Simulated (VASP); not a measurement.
# Co (P6_3/mmc) in VASP: notebook, part 2 of 2

VASP 6.6.1. The steps go on from the part before.

### 4 Relaxation of cell and atoms, PBE+D3(BJ), collinear spin, ferromagnetic start

This run uses another cell than the first one, of 11.08 Å³/atom.

INCAR

```
SYSTEM = Co
ALGO = Normal ; EDIFF = 1E-7
EDIFFG = -0.01 ; ENCUT = 600
GGA = PE ; IBRION = 2
ISIF = 3 ; ISMEAR = -1
ISPIN = 2 ; IVDW = 12
LASPH = .TRUE. ; LCHARG = .FALSE.
LMAXMIX = 4 ; LORBIT = 11
LREAL = .FALSE. ; LWAVE = .FALSE.
MAGMOM = 2.5 2.5 ; NELM = 150
NSW = 80 ; PREC = Accurate
SIGMA = 0.1
```

KPOINTS

```
k-points
0
G
  12 12 7
  0 0 0
```

POSCAR

```
Co
1.0
    2.5074000000      0.0000000000      0.0000000000
   -1.2537000000      2.1714700000      0.0000000000
    0.0000000000      0.0000000000      4.0699000000
Co
2
Direct
    0.3333333333      0.6666666667      0.2500000000
    0.6666666667      0.3333333333      0.7500000000
```

Potentials or basis: VASP PAW PBE potentials, release 64 (Co).

On the command line:

```
$ cat potpaw_PBE.64/Co/POTCAR > POTCAR
$ mpirun -np 1 vasp_std > vasp.out
```

OUTCAR:

```text
SYSTEM = Co
   EDIFF = 1E-7
   EDIFFG = -0.01
   ENCUT = 600
   GGA = PE
   IBRION = 2
   ISIF = 3
   ISMEAR = -1
   ISPIN = 2
   IVDW = 12
   LASPH = .TRUE.
   LORBIT = 11
   LREAL = .FALSE.
   NELM = 150
   NSW = 80
   PREC = Accurate
 IVDW          = 12

 ion  position               nearest neighbor table
   1  0.333  0.667  0.250-   2 2.50   2 2.50   2 2.50   2 2.50   2 2.50   2 2.50
   2  0.667  0.333  0.750-   1 2.50   1 2.50   1 2.50   1 2.50   1 2.50   1 2.50

  LATTYP: Found a hexagonal cell.
 ALAT       =     2.5074000000
 C/A-ratio  =     1.6231554598

  Lattice vectors:

 A1 = (   2.5074000000,   0.0000000000,   0.0000000000)
 A2 = (  -1.2537000000,   2.1714700000,   0.0000000000)
 A3 = (   0.0000000000,   0.0000000000,   4.0699000000)

Analysis of symmetry for initial positions (statically):
=====================================================================
 Subroutine PRICEL returns:
 Original cell was already a primitive cell.

 Routine SETGRP: Setting up the symmetry group for a
 hexagonal supercell.

 Subroutine GETGRP returns: Found 24 space group operations
 (whereof 12 operations were pure point group operations)
 out of a pool of 24 trial point group operations.

The static configuration has the point symmetry D_3d.
 The point group associated with its full space group is D_6h.

Analysis of symmetry for dynamics (positions and initial velocities):
=====================================================================
 Subroutine PRICEL returns:
 Original cell was already a primitive cell.

 Routine SETGRP: Setting up the symmetry group for a
 hexagonal supercell.

 Subroutine GETGRP returns: Found 24 space group operations
 (whereof 12 operations were pure point group operations)
 out of a pool of 24 trial point group operations.

The dynamic configuration has the point symmetry D_3d.
 The point group associated with its full space group is D_6h.

Analysis of structural, dynamic, and magnetic symmetry:
=====================================================================
 Subroutine PRICEL returns:
 Original cell was already a primitive cell.

 Routine SETGRP: Setting up the symmetry group for a
 hexagonal supercell.

 Subroutine GETGRP returns: Found 24 space group operations
 (whereof 12 operations were pure point group operations)
 out of a pool of 24 trial point group operations.

The overall configuration has the point symmetry D_3d.
 The point group associated with its full space group is D_6h.

 Subroutine INISYM returns: Found 24 space group operations
 (whereof 12 operations are pure point group operations),
 and found     1 'primitive' translations

----------------------------------------------------------------------------------------

                                     Primitive cell

  volume of cell :      22.1596

  direct lattice vectors                    reciprocal lattice vectors
     2.507400000  0.000000000  0.000000000     0.398819494  0.230258765  0.000000000
    -1.253700000  2.171470000  0.000000000     0.000000000  0.460517530  0.000000000
     0.000000000  0.000000000  4.069900000     0.000000000  0.000000000  0.245706283

  length of vectors
     2.507400000  2.507398184  4.069900000     0.460517196  0.460517530  0.245706283

  position of ions in fractional coordinates (direct lattice)
     0.333333333  0.666666667  0.250000000
     0.666666667  0.333333333  0.750000000

[... 29 lines left out ...]
 Found     76 irreducible k-points:

 Following reciprocal coordinates:
            Coordinates               Weight
  0.000000  0.000000  0.000000      1.000000
  0.083333  0.000000  0.000000      6.000000
  0.166667  0.000000  0.000000      6.000000
  0.250000  0.000000  0.000000      6.000000
  0.333333  0.000000  0.000000      6.000000
  0.416667  0.000000  0.000000      6.000000
[... 16 lines left out ...]
  0.250000  0.000000  0.142857     12.000000
  0.333333  0.000000  0.142857     12.000000
 [... further k-points ...]
   k-points           NKPTS =     76   k-points in BZ     NKDIM =     76   number of bands    NBANDS=     16
   number of dos      NEDOS =    301   number of ions     NIONS =      2
   total plane-waves  NPLWV =  14400
   dimension x,y,z NGX =    20 NGY =   20 NGZ =   36
   dimension x,y,z NGXF=    40 NGYF=   40 NGZF=   72
   ions per type =               2
   NGX,Y,Z   is equivalent  to a cutoff of  13.26, 13.26, 14.71 a.u.
   NGXF,Y,Z  is equivalent  to a cutoff of  26.52, 26.52, 29.41 a.u.
 SYSTEM =  Co
   PREC   = accura    normal or accurate (medium, high low for compatibility)
   ISTART =      0    job   : 0-new  1-cont  2-samecut
   ICHARG =      2    charge: 1-file 2-atom 10-const
   ISPIN  =      2    spin polarized calculation?
   LNONCOLLINEAR =      F non collinear calculations
   LSORBIT =      F    spin-orbit coupling
   LASPH  =      T    aspherical Exc in radial PAW
   ENCUT  =  600.0 eV  44.10 Ry    6.64 a.u.   5.01  5.01  8.13*2*pi/ulx,y,z
   NELM   =    150;   NELMIN=  2; NELMDL= -5     # of ELM steps
   EDIFF  = 0.1E-06   stopping-criterion for ELM
   LREAL  =      F    real-space projection
   EDIFFG = -.1E-01   stopping-criterion for IOM
   NSW    =     80    number of steps for IOM
   IBRION =      2    ionic relax: 0-MD 1-quasi-New 2-CG
   NFREE  =      1    steps in history (QN), initial steepest desc. (CG)
   ISIF   =      3    stress and relaxation
   ISYM   =      2    0-nonsym 1-usesym 2-fastsym
   POTIM  = 0.5000    time-step for ionic-motion
   TEBEG  =    0.0;   TEEND  =   0.0 temperature during run
   PSTRESS=    0.0 pullay stress
   NELECT =      18.0000    total number of electrons
   NUPDOWN=      -1.0000    fix difference up-down
   EMIN   =  10.00;   EMAX   =-10.00  energy-range for DOS
   EFERMI =   0.00;   METHOD = LEGACY
   ISMEAR =    -1;   SIGMA  =   0.10  broadening in eV -4-tet -1-fermi 0-gaus
   EFERMI_NEDOS =   21; number of points for ismear=-14 and -15
   IALGO  =     38    algorithm
   IMIX   =      4    mixing-type and parameters
     AMIX     =   0.40;   BMIX     =  1.00
     AMIX_MAG =   1.60;   BMIX_MAG =  1.00
  volume/ion in A,a.u.               =      11.08        74.77
  Fermi-wavevector in a.u.,A,eV,Ry     =   1.527491  2.886539 31.745496  2.333228
  Thomas-Fermi vector in A             =   2.635380
   LORBIT       =     11    0 simple, 1 ext, 2 COOP (PROOUT), +10 PAW based schemes
   GGA     = PE    functional components
   LHFCALC =     F    Hartree Fock is set to
   AEXX    =    0.0000 exact exchange contribution
   IVDW    =    12    specifies the selected vdW correction
   LEPSILON=     F    determine dielectric tensor
   LRPA    =     F    only Hartree local field effects (RPA)
 conjugate gradient relaxation of ions
 spin polarized calculation
  energy-cutoff  :      600.00
  volume of cell :       22.16
 maximum number of plane-waves:       762
 NGX is ok and might be reduce to    20
   NGX =  9   NGY =  9   NGZ = 17

--------------------------------------- Ionic step        1  -------------------------------------------

 number of electron      17.9999999 magnetization       3.2563469

 Free energy of the ion-electron system (eV)
  ---------------------------------------------------
  ext. energy  EPLUGINS =         0.00000000
  ---------------------------------------------------
  free energy    TOTEN  =       -14.09034976 eV

  energy without entropy =      -14.02482036  energy(sigma->0) =      -14.05758506

 E-fermi :   9.9634     XC(G=0): -13.2808

 val. band max:        9.9569968435   @ k =   0.0000   0.0000   0.1429
 cond. band min:       9.9681549564   @ k =   0.2500   0.1667   0.2857
 fundamental gap:      0.0111581129
 Fermi energy:         9.9633955773

 spin component 1

 k-point     1 :       0.0000    0.0000    0.0000
  band No.  band energies     occupation
      1       1.1752      1.00000
      2       4.9248      1.00000
      3       7.3601      1.00000
      4       7.3999      1.00000
      5       7.3999      1.00000
      6       7.6962      1.00000
[... 1186 lines left out ...]
--------------------------------------- Ionic step        8  -------------------------------------------

 number of electron      17.9999997 magnetization       3.1505350

 Free energy of the ion-electron system (eV)
  ---------------------------------------------------
  ext. energy  EPLUGINS =         0.00000000
  ---------------------------------------------------
  free energy    TOTEN  =       -14.08401742 eV

  energy without entropy =      -14.02117953  energy(sigma->0) =      -14.05259848

 E-fermi :  10.7117     XC(G=0): -13.5941

 val. band max:       10.7023941035   @ k =   0.4167   0.0833   0.4286
 cond. band min:      10.7157239787   @ k =   0.2500   0.0000   0.0000
 fundamental gap:      0.0133298752
 Fermi energy:        10.7116747135

 spin component 1

 k-point     1 :       0.0000    0.0000    0.0000
  band No.  band energies     occupation
      1       1.6194      1.00000
      2       5.4435      1.00000
      3       8.0782      1.00000
      4       8.0932      1.00000
      5       8.0932      1.00000
      6       8.4240      1.00000
[... 940 lines left out ...]
  FREE ENERGIE OF THE ION-ELECTRON SYSTEM (eV)
  ---------------------------------------------------
  free  energy   TOTEN  =       -14.9460046526 eV

  energy  without entropy=      -14.8831667618  energy(sigma->0) =      -14.91458571

 reached required accuracy - stopping structural energy minimisation

 total charge

# of ion       s       p       d       tot
------------------------------------------
    1        0.502   0.550   7.286   8.338
    2        0.502   0.550   7.286   8.338
--------------------------------------------------
tot          1.004   1.099  14.572  16.676

 magnetization (x)

# of ion       s       p       d       tot
------------------------------------------
    1       -0.015  -0.053   1.657   1.588
    2       -0.015  -0.053   1.657   1.588
--------------------------------------------------
tot         -0.030  -0.107   3.314   3.177
```

Run time: 2.3 min. Hardware: 1 thread of Intel Xeon 6975P-C (Granite Rapids), shared host; peak memory 0.2 GiB.

Results:

```yaml
Free_energy: -14.9460 eV
Relaxed_volume: 10.51 Å³/atom
Relaxed_cell: a = 2.467 Å, b = 2.467 Å, c = 3.985 Å, α = 90.00°, β = 90.00°, γ = 120.00°
Space_group_after_relaxing_to_0.1_Å: P6_3/mmc (No. 194)
Energy_gained_by_relaxing: 19.9 meV/atom
Ionic_steps: 8
Pressure_after_relaxing: 0.0 GPa
Net_moment: 3.15 μB per cell
Site_moments: Co +1.59 μB
Valence_electrons_inside_the_program's_atomic_spheres: Co 8.34
Dispersion_energy_per_atom: -0.431 eV
```

Step by step:
```tsv
step	energy change (eV)	largest force (eV/Å)	pressure (GPa)	volume (Å³)
1	0.0000	0.0000	-10.51	22.16
2	0.0051	0.0000	13.77	19.91
3	-0.0397	0.0000	-0.06	21.02
4	-0.0397	0.0000	0.17	21.00
5	-0.0398	0.0000	0.15	21.00
6	-0.0398	0.0000	0.16	21.00
7	-0.0398	0.0000	-0.15	21.03
8	-0.0398	0.0000	0.03	21.01
```

Final structure:
```
Co
1.0
     2.46743    0.00000    0.00000
    -1.23372    2.13686    0.00000
     0.00000    0.00000    3.98519
Co
2
Direct
  0.33333 0.66667 0.25000
  0.66667 0.33333 0.75000
```

Levels at points of the mesh, in eV from the Fermi level:
Spin up:
| k point | band 8 | band 9 | band 10 | band 11 | band 12 | band 13 | band 14 | band 15 |
| --- | --- | --- | --- | --- | --- | --- | --- | --- |
| (0.00, 0.00, 0.00) | -1.93 | -1.93 | -0.77 | -0.77 | -0.07 | 6.68 | 22.24 | 25.12 |
| (0.50, 0.00, 0.00) | -0.63 | -0.53 | -0.47 | 1.40 | 3.49 | 9.97 | 10.66 | 13.05 |
Spin down:
| k point | band 4 | band 5 | band 6 | band 7 | band 8 | band 9 | band 10 | band 11 |
| --- | --- | --- | --- | --- | --- | --- | --- | --- |
| (0.00, 0.00, 0.00) | -1.02 | -1.02 | -0.63 | -0.63 | -0.20 | -0.20 | -0.12 | 1.08 |
| (0.50, 0.00, 0.00) | -1.91 | -1.19 | -1.08 | -0.65 | 1.21 | 1.35 | 1.39 | 2.63 |

### 5 The runs side by side

```tsv
task	level	potentials or basis	cell	cutoff (eV)	gap on the mesh (eV)	pressure (GPa)	moment (μB)	relaxed volume (Å³/atom)
single point	PBE+D4	VASP PAW PBE potentials, release 64 (Co)	a = 2.473, b = 2.473, c = 3.995 Å, angles 90.0, 90.0, 120.0°, 2 atoms	520	none	-0.9	3.17	-
relaxation of cell and atoms	LDA	VASP PAW LDA potentials, release 64 (Co)	relaxed from a = 2.507, b = 2.507, c = 4.070 Å, angles 90.0, 90.0, 120.0°, 2 atoms	600	none	0.0	2.82	9.93
relaxation of cell and atoms	PBE+D3(BJ)	VASP PAW PBE potentials, release 64 (Co)	relaxed from a = 2.507, b = 2.507, c = 4.070 Å, angles 90.0, 90.0, 120.0°, 2 atoms	600	none	0.0	3.15	10.51
```

Alike in all rows: spin collinear, ferromagnetic start; k mesh 12 × 12 × 7; smearing fermi-dirac 0.1 eV.

Absolute energies hang on the potentials; compare differences alone.
